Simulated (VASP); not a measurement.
Wanted: the native input for a VASP 6.6.1 run.

```
Task                   : single point
Functional             : PBE
Dispersion             : D3(BJ)
Potentials or basis    : VASP PAW PBE potentials, release 64 (Ta_pv, Li_sv)
Cutoff                 : 520 eV
k mesh                 : 3 × 3 × 3
Occupations            : gaussian, width 0.05 eV
Spin                   : no spin polarisation
Dipole correction      : no
Further INCAR settings : LREAL = Auto; ALGO = Normal; EDIFF = 1e-06; NBANDS = 104
```

The structure of LiTa16 (a cell with a defect) lies in POSCAR:

```
LiTa16
1.0
    6.6200000000      0.0000000000      0.0000000000
    0.0000000000      6.6200000000      0.0000000000
    0.0000000000      0.0000000000      6.6200000000
Ta Li
16 1
Direct
    0.0026654079     -0.0022102719     -0.0003460725
    0.4979956193     -0.0021469789     -0.0003453172
    0.0060282477      0.4880441088     -0.0003401813
    0.0408427492      0.0241554381      0.4996797583
    0.2503321752      0.2620250755      0.2439734139
    0.4946022659      0.4880850453     -0.0003383686
    0.4598725076      0.0241971299      0.4996785498
    0.7503401813      0.2416938066      0.2565725076
   -0.0066022659      0.5084128399      0.4996522659
    0.2503391239      0.7523004532      0.2473229607
    0.2503303625      0.2619836858      0.7553826284
    0.5072503021      0.5084007553      0.4996525680
    0.7503137462      0.7259074018      0.2091472810
    0.7503398792      0.2417045317      0.7427640483
    0.2503380665      0.7522364048      0.7520015106
    0.7503151057      0.7258687311      0.7901188822
    0.7503398792      0.8749959215      0.4996483384
```

The input as run:

INCAR

```
PREC     = Accurate       # precision mode
ENCUT    = 520            # plane-wave cutoff, eV
EDIFF    = 1E-6           # SCF threshold, eV
ISMEAR   = 0              # smearing method
SIGMA    = 0.05           # smearing width, eV
LREAL    = Auto         
LASPH    = T              # aspherical terms in the spheres
NELM     = 100            # most SCF steps
ALGO     = Normal         # electronic algorithm
ISIF     = 2              # what is computed and relaxed
LWAVE    = F              # write WAVECAR
LCHARG   = T              # write CHGCAR
GGA      = PE             # functional
IVDW     = 12             # dispersion correction
LELF     = T              # ELF
LVHAR    = T            
NBANDS   = 104            # bands
```

KPOINTS

```
Automatic mesh
0
Gamma
  3 3 3
```

Potentials or basis: VASP PAW PBE potentials, release 64 (Ta_pv, Li_sv).

Command:

```sh
$ cat potpaw_PBE.64/Ta_pv/POTCAR potpaw_PBE.64/Li_sv/POTCAR > POTCAR
$ mpirun -np 1 vasp_std > vasp.out
```

It gave:

```
Largest force              : 0.010 eV/Å
Band gap on the k mesh     : zero (an odd number of electrons rules out a gap without spin polarisation)
Dispersion energy per atom : -0.661 eV
```

Caveat: spin-orbit coupling is left out, which moves the levels of the heavy elements.

Wall time 23 min on 1 thread of Intel Xeon 8259CL, on a shared host, peak memory 0.52 GiB.
